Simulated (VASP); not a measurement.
A run of VASP 6.6.1 is set up as follows.

INCAR

```
  ALGO = Normal
  EDIFF = 1E-6
  ENCUT = 910
  GGA = PS
  GGA_COMPAT = False
  ISIF = 2
  ISMEAR = 0
  LASPH = True
  LCHARG = False
  LREAL = False
  LWAVE = False
  NBANDS = 32
  NELM = 120
  PREC = Accurate
  SIGMA = 0.1
```

Contents of KPOINTS:

```
k-points
0
Gamma
  18 18 6
```

File POSCAR:

```
W3N
1.0
    2.9359277040      0.0000000000      0.0000000000
   -1.4679638521      2.5425879754      0.0000000000
    0.0000000000      0.0000000000      7.2851881508
W N
3 1
Direct
    0.0000000000      0.0000000000      0.5000000000
    0.3333333300      0.6666666700      0.1739300000
    0.6666666700      0.3333333300      0.8260700000
    0.0000000000      0.0000000000      0.0000000000
```

Potentials or basis: VASP PAW PBE potentials, release 64 (W_sv, N_h).

Run with:

```sh
$ cat potpaw_PBE.64/W_sv/POTCAR potpaw_PBE.64/N_h/POTCAR > POTCAR
$ mpirun -np 1 vasp_std > vasp.out
```

(1) What does it give for the pressure?

(2) Predict the band gap on the k mesh.

(3) Estimate the largest force.

Answers

(1) -10.1 GPa.

(2) zero (an odd number of electrons rules out a gap without spin polarisation).

(3) 2.130 eV/Å.

Caveat: the cell differs from its parent crystal (Ta replaced by W, lengths x 0.975, strained); the cutoff is under 1.25 times the usual one of these potentials, so pressure, stress and relaxed cells hold a basis-set (Pulay) error; the cell stands under tension; the PAW data sets were made with another functional, which shifts forces and pressure a little; spin-orbit coupling is left out, which moves the levels of the heavy elements.
